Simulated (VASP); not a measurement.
Write the native input for VASP 6.6.1 that does the following.

- Task: relaxation of the atoms
- Functional: PBE
- Potentials or basis: VASP PAW PBE potentials, release 64 (Cd, Se)
- Cutoff: 520 eV
- k mesh: 8 × 8 × 8
- Occupations: fermi-dirac, width 0.03 eV
- Spin: no spin polarisation
- Dipole correction: no
- Further INCAR settings: ALGO = Normal; EDIFF = 1e-06; IBRION = 2; EDIFFG = -0.01; NSW = 50

The structure of CdSe lies in POSCAR:

```
CdSe
1.0
    0.0000000000      2.9083703860      2.9083703860
    2.9083703860      0.0000000000      2.9083703860
    2.9083703860      2.9083703860      0.0000000000
Cd Se
1 1
Direct
    0.0000000000      0.0000000000      0.0000000000
    0.2500000000      0.2500000000      0.2500000000
```

The input as run:

INCAR

```
  ALGO = Normal
  EDIFF = 1E-6
  EDIFFG = -0.01
  ENCUT = 520
  GGA = PE
  IBRION = 2
  ISIF = 2
  ISMEAR = -1
  LASPH = T
  LCHARG = F
  LREAL = F
  LWAVE = F
  NELM = 80
  NSW = 50
  PREC = Accurate
  SIGMA = 0.03
```

KPOINTS

```
k-points
0
Gamma
  8 8 8
```

Potentials or basis: VASP PAW PBE potentials, release 64 (Cd, Se).

Command:

```bash
$ cat potpaw_PBE.64/Cd/POTCAR potpaw_PBE.64/Se/POTCAR > POTCAR
$ mpirun -np 1 vasp_std > vasp.out
```

It gave:

```
Pressure after relaxing : 13.8 GPa
Band gap on the k mesh  : 0.88 eV, direct
```

Caveat: the relaxation stopped at its first step, so nothing moved.

It took 12 s on 1 thread of AMD EPYC 9R45 96-Core Processor (Zen 5), with other jobs on the host, peak memory 0.15 GiB.
